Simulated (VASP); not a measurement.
Set up this calculation in VASP 6.6.1, as the native input.

- Task: single point
- Functional: LDA
- Potentials or basis: VASP PAW LDA potentials, release 64 (Ti_sv, N)
- Cutoff: 520 eV
- k mesh: 18 × 18 × 18
- Occupations: gaussian, width 0.1 eV
- Spin: no spin polarisation
- Dipole correction: no
- Further INCAR settings: ALGO = Normal; EDIFF = 1e-06; NBANDS = 16

The structure of TiN (lda) lies in POSCAR:

```
TiN
1.0
    0.0000000000      2.0858858464      2.0858858464
    2.0858858464      0.0000000000      2.0858858464
    2.0858858464      2.0858858464      0.0000000000
Ti N
1 1
Direct
    0.0000000000      0.0000000000      0.0000000000
    0.5000000000      0.5000000000      0.5000000000
```

These files were run (other wordings do the same):

INCAR

```
SYSTEM = TiN
PREC = Accurate
ENCUT = 520
EDIFF = 1E-6
ISMEAR = 0
SIGMA = 0.1
LREAL = .False.
LASPH = .True.
NELM = 100
ALGO = Normal
ISIF = 2
LWAVE = .False.
LCHARG = .False.
NBANDS = 16
```

KPOINTS

```
Automatic mesh
0
Gamma
  18 18 18
  0 0 0
```

Potentials or basis: VASP PAW LDA potentials, release 64 (Ti_sv, N).

Launch:

```sh
$ cat potpaw_LDA.64/Ti_sv/POTCAR potpaw_LDA.64/N/POTCAR > POTCAR
$ mpirun -np 1 vasp_std > vasp.out
```

Results of the run:

The pressure is 1.0 GPa.

Wall time 28 s on 1 thread of Intel(R) Xeon(R) Platinum 8559C (Emerald Rapids), on a shared host, peak memory 0.17 GiB.
